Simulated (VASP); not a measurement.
Here is a VASP 6.6.1 calculation.

The input INCAR:

```
  PREC = Accurate
  ENCUT = 520
  EDIFF = 1E-6
  ISMEAR = 0
  SIGMA = 0.05
  LREAL = False
  LASPH = True
  NELM = 60
  ALGO = Normal
  ISIF = 2
  LWAVE = False
  LCHARG = False
  GGA = PE
  NBANDS = 11
```

File KPOINTS:

```
regular mesh
0
Gamma
  14 14 14
```

Contents of POSCAR:

```
BN
1.0
    0.0000000000      1.8130010000      1.8130010000
    1.8130010000      0.0000000000      1.8130010000
    1.8130010000      1.8130010000      0.0000000000
B N
1 1
Direct
    0.0000000000      0.0000000000      0.0000000000
    0.7500000000      0.7500000000      0.7500000000
```

Potentials or basis: VASP PAW PBE potentials, release 64 (B, N).

Launch:

```sh
$ cat potpaw_PBE.64/B/POTCAR potpaw_PBE.64/N/POTCAR > POTCAR
$ mpirun -np 1 vasp_std > vasp.out
```

**Question.** Predict the band gap on the k mesh.

**Answer.** 4.45 eV, indirect (least direct gap 8.78 eV).

**Question.** Estimate the pressure.

**Answer.** -0.2 GPa.

A k mesh can miss the band edges. As with any semilocal functional, this PBE gap is likely too small.
